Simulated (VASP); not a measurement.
Here is a VASP 6.6.1 calculation.

The input INCAR:

```
SYSTEM = ZnSe
ALGO     = Normal         ! electronic algorithm
EDIFF    = 1E-7           ! SCF threshold, eV
ENCUT    = 520            ! plane-wave cutoff, eV
GGA      = CA             ! functional
ISIF     = 2              ! what is computed and relaxed
ISMEAR   = -1             ! smearing method
LASPH    = .TRUE.         ! aspherical terms in the spheres
LCHARG   = .TRUE.         ! write CHGCAR
LELF     = .TRUE.         ! ELF
LREAL    = .FALSE.        ! projectors in reciprocal space
LVHAR    = .TRUE.       
LWAVE    = .FALSE.        ! write WAVECAR
NBANDS   = 16             ! bands
NELM     = 60             ! most SCF steps
PREC     = Accurate       ! precision mode
SIGMA    = 0.08           ! smearing width, eV
```

The input KPOINTS:

```
k-points
0
G
  11 11 11
  0 0 0
```

Contents of POSCAR:

```
ZnSe
1.0
    0.0000000000      2.7270719940      2.7270719940
    2.7270719940      0.0000000000      2.7270719940
    2.7270719940      2.7270719940      0.0000000000
Zn Se
1 1
Direct
    0.0000000000      0.0000000000      0.0000000000
    0.2500000000      0.2500000000      0.2500000000
```

Potentials or basis: VASP PAW LDA potentials, release 64 (Zn, Se).

Launch:

```console
$ cat potpaw_LDA.64/Zn/POTCAR potpaw_LDA.64/Se/POTCAR > POTCAR
$ mpirun -np 1 vasp_std > vasp.out
```

(1) What does it give for the band gap on the k mesh?

(2) Predict the pressure.

Answers

(1) 1.56 eV, direct.

(2) 5.6 GPa.
